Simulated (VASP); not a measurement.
A run of VASP 6.6.1 is set up as follows.

The input INCAR:

```
SYSTEM = Mg2Cd3Te
ALGO = Normal
EDIFF = 1E-6
ENCUT = 520
GGA = PE
ISIF = 2
ISMEAR = 0
LASPH = .True.
LCHARG = .False.
LREAL = .False.
LWAVE = .False.
NBANDS = 32
NELM = 100
PREC = Accurate
SIGMA = 0.1
```

Contents of KPOINTS:

```
k-points
0
Gamma
  3 3 4
  0 0 0
```

File POSCAR:

```
Mg2Cd3Te
1.0
    5.9881203400      0.0000000000      0.0000000000
   -2.9940601700      5.1858643300      0.0000000000
    0.0000000000      0.0000000000      4.2058734000
Mg Cd Te
2 3 1
Direct
    0.6666666700      0.3333333300      0.9631379800
    0.3333333300      0.6666666700      0.9631379800
    0.5000000000      0.5000000000      0.4595159900
    0.5000000000      0.0000000000      0.4595159900
    0.0000000000      0.5000000000      0.4595159900
    0.0000000000      0.0000000000      0.8888130200
```

Potentials or basis: VASP PAW PBE potentials, release 64 (Mg, Cd, Te).

Run with:

```bash
$ cat potpaw_PBE.64/Mg/POTCAR potpaw_PBE.64/Cd/POTCAR potpaw_PBE.64/Te/POTCAR > POTCAR
$ mpirun -np 1 vasp_std > vasp.out
```

Task: Predict the pressure.

Result: 10.6 GPa.

Task: Predict the largest force.

Result: 0.084 eV/Å.

Forces in eV/Å, atoms in the order of the input:
```
Mg   0.000  0.000 -0.075
Mg   0.000  0.000 -0.075
Cd   0.000  0.000  0.022
Cd   0.000  0.000  0.022
Cd   0.000  0.000  0.022
Te   0.000  0.000  0.084
```

Caveat: the k points lie up to 0.40 Å⁻¹ apart, too coarse for converged energies and pressures of a metal.
